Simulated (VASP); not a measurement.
# HfC (I4/mmm) in VASP: further runs

The runs below take HfC through single point, with PBE.

Everything below comes from runs of VASP 6.6.1. Logs are shortened: lines on timing, memory, paths and dates and some standing lists are left out, and cuts for length are marked.

## (1) The cell of the first run

It takes space group I4/mmm (No. 139, tetragonal). The conventional cell has a = 3.189 Å, b = 3.189 Å, c = 4.650 Å, α = 90.00°, β = 90.00°, γ = 90.00°. Hf (site symmetry 4/mmm) has 6 C at 2.26 to 2.33 Å within 3.0 Å. C (site symmetry 4/mmm) has 6 Hf at 2.26 to 2.33 Å within 3.0 Å.

## (2) Single point, PBE (equal xx and yy strain of -3 %)

Input file INCAR:

```
SYSTEM = HfC
  ALGO = Normal
  EDIFF = 1E-7
  ENCUT = 520
  GGA = PE
  ISIF = 2
  ISMEAR = -1
  LASPH = .TRUE.
  LCHARG = .TRUE.
  LELF = .TRUE.
  LREAL = .FALSE.
  LVHAR = .TRUE.
  LWAVE = .FALSE.
  NBANDS = 14
  NELM = 80
  PREC = Accurate
  SIGMA = 0.05
```

Input file KPOINTS:

```
k-points
0
G
  15 15 15
  0 0 0
```

Input file POSCAR:

```
HfC
1.0
    0.0000000000      2.2552500000      2.3250000000
    2.2552500000      0.0000000000      2.3250000000
    2.2552500000      2.2552500000      0.0000000000
Hf C
1 1
Direct
    0.5000000000      0.5000000000      0.5000000000
    0.0000000000      0.0000000000      0.0000000000
```

Potentials or basis: VASP PAW PBE potentials, release 64 (Hf_pv, C).

Launch:

```
$ cat potpaw_PBE.64/Hf_pv/POTCAR potpaw_PBE.64/C/POTCAR > POTCAR
$ mpirun -np 1 vasp_std > vasp.out
```

OUTCAR:

```text
SYSTEM = HfC
   EDIFF = 1E-7
   ENCUT = 520
   GGA = PE
   ISIF = 2
   ISMEAR = -1
   LASPH = .TRUE.
   LREAL = .FALSE.
   NELM = 80
   PREC = Accurate

 ion  position               nearest neighbor table
   1  0.500  0.500  0.500-   2 2.26   2 2.26   2 2.26   2 2.26   2 2.33   2 2.33
   2  0.000  0.000  0.000-   1 2.26   1 2.26   1 2.26   1 2.26   1 2.33   1 2.33

  LATTYP: Found a body centered tetragonal cell.
 ALAT       =     3.1894051365
 C/A-ratio  =     1.4579521262

  Lattice vectors:

 A1 = (  -2.2552500000,   0.0000000000,   2.3250000000)
 A2 = (   2.2552500000,   0.0000000000,   2.3250000000)
 A3 = (   0.0000000000,   2.2552500000,  -2.3250000000)

Analysis of symmetry for initial positions (statically):
=====================================================================
 Subroutine PRICEL returns:
 Original cell was already a primitive cell.

 Routine SETGRP: Setting up the symmetry group for a
 body centered tetragonal supercell.

 Subroutine GETGRP returns: Found 16 space group operations
 (whereof 16 operations were pure point group operations)
 out of a pool of 16 trial point group operations.

The static configuration has the point symmetry D_4h.

Analysis of symmetry for dynamics (positions and initial velocities):
=====================================================================
 Subroutine PRICEL returns:
 Original cell was already a primitive cell.

 Routine SETGRP: Setting up the symmetry group for a
 body centered tetragonal supercell.

 Subroutine GETGRP returns: Found 16 space group operations
 (whereof 16 operations were pure point group operations)
 out of a pool of 16 trial point group operations.

The dynamic configuration has the point symmetry D_4h.

 Subroutine INISYM returns: Found 16 space group operations
 (whereof 16 operations are pure point group operations),
 and found     1 'primitive' translations

----------------------------------------------------------------------------------------

                                     Primitive cell

  volume of cell :      23.6506

  direct lattice vectors                    reciprocal lattice vectors
     0.000000000  2.255250000  2.325000000    -0.221704911  0.221704911  0.215053763
     2.255250000  0.000000000  2.325000000     0.221704911 -0.221704911  0.215053763
     2.255250000  2.255250000  0.000000000     0.221704911  0.221704911 -0.215053763

  length of vectors
     3.239101351  3.239101351  3.189405137     0.380202914  0.380202914  0.380202914

  position of ions in fractional coordinates (direct lattice)
     0.500000000  0.500000000  0.500000000
     0.000000000  0.000000000  0.000000000

  ion indices of the primitive-cell ions
   primitive index   ion index
                 1           1
                 2           2

----------------------------------------------------------------------------------------

 KPOINTS: k-points

Automatic generation of k-mesh.
 Grid dimensions read from file:
 generate k-points for:   15   15   15

 Generating k-lattice:

  Cartesian coordinates                     Fractional coordinates (reciprocal lattice)
    -0.014780327  0.014780327  0.014336918     0.066666667 -0.000000000  0.000000000
     0.014780327 -0.014780327  0.014336918    -0.000000000  0.066666667  0.000000000
     0.014780327  0.014780327 -0.014336918     0.000000000  0.000000000  0.066666667

  Length of vectors
     0.025346861  0.025346861  0.025346861

  Shift w.r.t. Gamma in fractional coordinates (k-lattice)
     0.000000000  0.000000000  0.000000000

 Subroutine IBZKPT returns following result:
 ===========================================

 Found    288 irreducible k-points:

 Following reciprocal coordinates:
            Coordinates               Weight
  0.000000  0.000000  0.000000      1.000000
  0.066667 -0.000000  0.000000      8.000000
  0.133333 -0.000000  0.000000      8.000000
  0.200000  0.000000  0.000000      8.000000
  0.266667 -0.000000  0.000000      8.000000
  0.333333 -0.000000  0.000000      8.000000
[... 16 lines left out ...]
  0.133333  0.133333  0.000000      2.000000
  0.200000  0.133333  0.000000      8.000000
 [... further k-points ...]
   k-points           NKPTS =    288   k-points in BZ     NKDIM =    288   number of bands    NBANDS=     14
   number of dos      NEDOS =    301   number of ions     NIONS =      2
   total plane-waves  NPLWV =  13824
   dimension x,y,z NGX =    24 NGY =   24 NGZ =   24
   dimension x,y,z NGXF=    48 NGYF=   48 NGZF=   48
   ions per type =               1   1
   NGX,Y,Z   is equivalent  to a cutoff of  12.32, 12.32, 12.51 a.u.
   NGXF,Y,Z  is equivalent  to a cutoff of  24.64, 24.64, 25.02 a.u.
 SYSTEM =  HfC
   PREC   = accura    normal or accurate (medium, high low for compatibility)
   ISTART =      0    job   : 0-new  1-cont  2-samecut
   ICHARG =      2    charge: 1-file 2-atom 10-const
   ISPIN  =      1    spin polarized calculation?
   LNONCOLLINEAR =      F non collinear calculations
   LSORBIT =      F    spin-orbit coupling
   LASPH  =      T    aspherical Exc in radial PAW
   ENCUT  =  520.0 eV  38.22 Ry    6.18 a.u.   6.02  6.02  5.93*2*pi/ulx,y,z
   NELM   =     80;   NELMIN=  2; NELMDL= -5     # of ELM steps
   EDIFF  = 0.1E-06   stopping-criterion for ELM
   LREAL  =      F    real-space projection
   EDIFFG = 0.1E-05   stopping-criterion for IOM
   NSW    =      0    number of steps for IOM
   IBRION =     -1    ionic relax: 0-MD 1-quasi-New 2-CG
   NFREE  =      0    steps in history (QN), initial steepest desc. (CG)
   ISIF   =      2    stress and relaxation
   ISYM   =      2    0-nonsym 1-usesym 2-fastsym
   POTIM  = 0.5000    time-step for ionic-motion
   TEBEG  =    0.0;   TEEND  =   0.0 temperature during run
   PSTRESS=    0.0 pullay stress
   NELECT =      14.0000    total number of electrons
   NUPDOWN=      -1.0000    fix difference up-down
   EMIN   =  10.00;   EMAX   =-10.00  energy-range for DOS
   EFERMI =   0.00;   METHOD = LEGACY
   ISMEAR =    -1;   SIGMA  =   0.05  broadening in eV -4-tet -1-fermi 0-gaus
   EFERMI_NEDOS =   21; number of points for ismear=-14 and -15
   IALGO  =     38    algorithm
   IMIX   =      4    mixing-type and parameters
     AMIX     =   0.40;   BMIX     =  1.00
     AMIX_MAG =   1.60;   BMIX_MAG =  1.00
  volume/ion in A,a.u.               =      11.83        79.80
  Fermi-wavevector in a.u.,A,eV,Ry     =   1.374580  2.597580 25.707808  1.889471
  Thomas-Fermi vector in A             =   2.499994
   LORBIT       =      0    0 simple, 1 ext, 2 COOP (PROOUT), +10 PAW based schemes
   GGA     = PE    functional components
   LHFCALC =     F    Hartree Fock is set to
   AEXX    =    0.0000 exact exchange contribution
   IVDW    =     0    specifies the selected vdW correction
   LEPSILON=     F    determine dielectric tensor
   LRPA    =     F    only Hartree local field effects (RPA)
 non-spin polarized calculation
  energy-cutoff  :      520.00
  volume of cell :       23.65
 maximum number of plane-waves:       650
   NGX = 13   NGY = 13   NGZ = 11

 number of electron      14.0000001 magnetization

 Free energy of the ion-electron system (eV)
  ---------------------------------------------------
  ext. energy  EPLUGINS =         0.00000000
  ---------------------------------------------------
  free energy    TOTEN  =       -20.95508628 eV

  energy without entropy =      -20.95274533  energy(sigma->0) =      -20.95391581

 E-fermi :   6.4059     XC(G=0): -12.5877

 val. band max:        6.4017214638   @ k =   0.4667   0.0000   0.4667
 cond. band min:       6.4130295374   @ k =   0.4000   0.4000   0.0000
 fundamental gap:      0.0113080735
 Fermi energy:         6.4058799705

 k-point     1 :       0.0000    0.0000    0.0000
  band No.  band energies     occupation
      1     -22.8629      2.00000
      2     -22.8262      2.00000
      3     -22.8262      2.00000
      4      -6.1887      2.00000
      5       7.3420      0.00000
      6       7.5252      0.00000
      7       7.5252      0.00000
      8       7.6100      0.00000
      9       7.9611      0.00000
     10       7.9611      0.00000
     11       9.7191      0.00000
     12      10.2308      0.00000
     13      14.0961      0.00000
     14      17.6204      0.00000

 k-point     2 :       0.0667   -0.0000    0.0000
  band No.  band energies     occupation
      1     -22.8864      2.00000
      2     -22.8472      2.00000
      3     -22.8290      2.00000
      4      -6.0649      2.00000
      5       6.5873      0.05176
      6       6.7816      0.00109
      7       6.9478      0.00004
      8       8.0082      0.00000
      9       8.1890      0.00000
     10       8.4399      0.00000
     11      10.3109      0.00000
     12      10.8284      0.00000
     13      14.3470      0.00000
     14      17.9636      0.00000

 k-point     3 :       0.1333   -0.0000    0.0000
  band No.  band energies     occupation
      1     -22.9907      2.00000
      2     -22.8669      2.00000
      3     -22.8368      2.00000
      4      -5.7061      2.00000
      5       5.4166      2.00000
      6       5.8761      1.99995
      7       6.0333      1.99884
      8       8.4320      0.00000
      9       8.5700      0.00000
     10       8.8946      0.00000
     11      11.5387      0.00000
     12      12.0933      0.00000
     13      14.9920      0.00000
     14      18.9094      0.00000
[... 324 lines left out ...]
 k-point    23 :       0.1333    0.1333    0.0000
  band No.  band energies     occupation
      1     -22.9989      2.00000
      2     -22.8702      2.00000
      3     -22.8702      2.00000
      4      -5.6266      2.00000
      5       4.5466      2.00000
      6       6.5254      0.16793
      7       6.5254      0.16793
      8       6.8754      0.00017
      9       9.8076      0.00000
     10       9.8076      0.00000
     11      10.4929      0.00000
     12      12.6268      0.00000
     13      15.2213      0.00000
     14      19.2042      0.00000

 k-point    24 :       0.2000    0.1333    0.0000
  band No.  band energies     occupation
      1     -23.0917      2.00000
      2     -22.8923      2.00000
      3     -22.8911      2.00000
      4      -5.2741      2.00000
      5       3.7945      2.00000
      6       5.7576      2.00000
      7       6.1383      1.99057
      8       7.1581      0.00000
      9      10.0902      0.00000
     10      10.3254      0.00000
     11      11.3427      0.00000
     12      13.4607      0.00000
     13      16.0094      0.00000
     14      20.1581      0.00000

 [... further k-points ...]
[... 5 lines left out ...]
  --------------------------------------------------------------------------------------
  -------------------------------------------------------------------------------------
  Total        3.1684368      3.1684368      0.9255984      0.0000000      0.0000000      0.0000000
  in kB      214.6412997    214.6412997     62.7033630      0.0000000      0.0000000      0.0000000
  external PRESSURE =     163.9953208 kB  Pullay stress =       0.0000000 kB

 VOLUME and BASIS-vectors are now :
 -----------------------------------------------------------------------------
  energy-cutoff  :      520.00
  volume of cell :       23.65
      direct lattice vectors                 reciprocal lattice vectors
     0.000000000  2.255250000  2.325000000    -0.221704911  0.221704911  0.215053763
     2.255250000  0.000000000  2.325000000     0.221704911 -0.221704911  0.215053763
     2.255250000  2.255250000  0.000000000     0.221704911  0.221704911 -0.215053763

 POSITION                                       TOTAL-FORCE (eV/Angst)
 -----------------------------------------------------------------------------------
      2.25525      2.25525      2.32500         0.000000      0.000000      0.000000
      0.00000      0.00000      0.00000        -0.000000     -0.000000      0.000000
 -----------------------------------------------------------------------------------
    total drift:                                0.000000     -0.000000      0.000000

  FREE ENERGIE OF THE ION-ELECTRON SYSTEM (eV)
  ---------------------------------------------------
  free  energy   TOTEN  =       -20.9550862774 eV

  energy  without entropy=      -20.9527453326  energy(sigma->0) =      -20.95391581
```

Wall time 29 s (1 thread of Intel Xeon 6975P-C (Granite Rapids), shared host); peak memory 0.22 GiB.

What came out:

```yaml
Free_energy: -20.9551 eV
Pressure: 16.4 GPa
Band_gap_on_the_k_mesh: zero (band 7 reaches 7.53 eV, above the bottom of band 8 at 5.97 eV)
```

Caveat: the cell differs from its parent crystal (equal xx and yy strain of -3 %); spin-orbit coupling is left out, which moves the levels of the heavy elements.

## (3) Single point, PBE (zz strain of -3 %)

Input file INCAR:

```
SYSTEM = HfC
  ALGO = Normal
  EDIFF = 1E-6
  ENCUT = 520
  GGA = PE
  ISIF = 2
  ISMEAR = -1
  LASPH = .True.
  LCHARG = .False.
  LREAL = .False.
  LWAVE = .False.
  NBANDS = 14
  NELM = 100
  PREC = Accurate
  SIGMA = 0.05
```

Input file KPOINTS:

```
k-points
0
Gamma
  15 15 15
  0 0 0
```

Input file POSCAR:

```
HfC
1.0
    0.0000000000      2.3250000000      2.2552500000
    2.3250000000      0.0000000000      2.2552500000
    2.3250000000      2.3250000000      0.0000000000
Hf C
1 1
Direct
    0.5000000000      0.5000000000      0.5000000000
    0.0000000000      0.0000000000      0.0000000000
```

Potentials or basis: VASP PAW PBE potentials, release 64 (Hf_pv, C).

Launch:

```
$ cat potpaw_PBE.64/Hf_pv/POTCAR potpaw_PBE.64/C/POTCAR > POTCAR
$ mpirun -np 1 vasp_std > vasp.out
```

Wall time 29 s (1 thread of Intel Xeon 6975P-C (Granite Rapids), shared host); peak memory 0.22 GiB.

The run converged. Its results:

```
Free energy            : -21.0087 eV
Pressure               : 7.7 GPa
Band gap on the k mesh : zero (band 7 reaches 7.33 eV, above the bottom of band 8 at 5.56 eV)
```

Stress tensor (GPa, compression positive):
```
 2.88  0.00  0.00
 0.00  2.88  0.00
 0.00  0.00 17.31
```

Levels at points of the mesh, in eV from the Fermi level:
| k point | band 4 | band 5 | band 6 | band 7 | band 8 | band 9 | band 10 | band 11 |
| --- | --- | --- | --- | --- | --- | --- | --- | --- |
| (0.00, 0.00, 0.00) | -12.45 | 0.97 | 0.97 | 1.15 | 1.31 | 1.31 | 1.64 | 3.29 |

Caveat: the cell differs from its parent crystal (zz strain of -3 %); spin-orbit coupling is left out, which moves the levels of the heavy elements.

## (4) Single point, PBE (zz strain of -2 %)

Input file INCAR:

```
PREC = Accurate
ENCUT = 520
EDIFF = 1E-6
ISMEAR = -1
SIGMA = 0.05
LREAL = F
LASPH = T
NELM = 60
ALGO = Normal
ISIF = 2
LWAVE = F
LCHARG = T
GGA = PE
LELF = T
LVHAR = T
NBANDS = 14
```

Input file KPOINTS:

```
regular mesh
0
Gamma
  15 15 15
```

Input file POSCAR:

```
HfC
1.0
    0.0000000000      2.3250000000      2.2785000000
    2.3250000000      0.0000000000      2.2785000000
    2.3250000000      2.3250000000      0.0000000000
Hf C
1 1
Direct
    0.5000000000      0.5000000000      0.5000000000
    0.0000000000      0.0000000000      0.0000000000
```

Launch:

```
$ cat potpaw_PBE.64/Hf_pv/POTCAR potpaw_PBE.64/C/POTCAR > POTCAR
$ mpirun -np 1 vasp_std > vasp.out
```

It took 26 s on 1 thread of Intel Xeon 6975P-C (Granite Rapids), shared host; peak memory 0.22 GiB.

The run converged. Its results:

- Free energy: -21.0307 eV
- Pressure: 4.7 GPa
- Band gap on the k mesh: zero (band 7 reaches 7.20 eV, above the bottom of band 8 at 5.55 eV)

Stress tensor (GPa, compression positive):
```
 1.75  0.00  0.00
 0.00  1.75  0.00
 0.00  0.00 10.70
```

Levels at points of the mesh, in eV from the Fermi level:
```
           k point  band 3  band 4  band 5  band 6  band 7  band 8  band 9  band 10  band 11  band 12
(0.00, 0.00, 0.00)  -29.43  -12.39    1.00    1.00    1.11    1.35    1.35     1.57     3.34     3.58
```

Caveat: the cell differs from its parent crystal (zz strain of -2 %); spin-orbit coupling is left out, which moves the levels of the heavy elements.

(Part 1 of 2 ends here.)
